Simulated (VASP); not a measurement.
A run of VASP 6.6.1:

File INCAR:

```
  PREC = Accurate
  ENCUT = 600
  EDIFF = 1E-6
  ISMEAR = 0
  SIGMA = 0.05
  LREAL = F
  LASPH = T
  NELM = 120
  ALGO = Normal
  ISIF = 2
  LWAVE = F
  LCHARG = F
  GGA = PS
  NBANDS = 11
  GGA_COMPAT = F
```

Contents of KPOINTS:

```
Automatic mesh
0
Gamma
  8 8 8
```

The input POSCAR:

```
MgSe
1.0
    0.0000000000      2.7429059679      2.7429059679
    2.7429059679      0.0000000000      2.7429059679
    2.7429059679      2.7429059679      0.0000000000
Mg Se
1 1
Direct
    0.0000000000      0.0000000000      0.0000000000
    0.5000000000      0.5000000000      0.5000000000
```

Potentials or basis: VASP PAW PBE potentials, release 64 (Mg, Se).

The run is started by

```console
$ cat potpaw_PBE.64/Mg/POTCAR potpaw_PBE.64/Se/POTCAR > POTCAR
$ mpirun -np 1 vasp_std > vasp.out
```

Hardware: 1 thread of Intel(R) Xeon(R) Platinum 8488C (Sapphire Rapids), on a shared host.

Question: Estimate the wall time of this run.

Answer: Wall time 11 s on 1 thread of Intel(R) Xeon(R) Platinum 8488C (Sapphire Rapids), on a shared host, peak memory 0.18 GiB. Counts: scf iterations 12, k points 29.
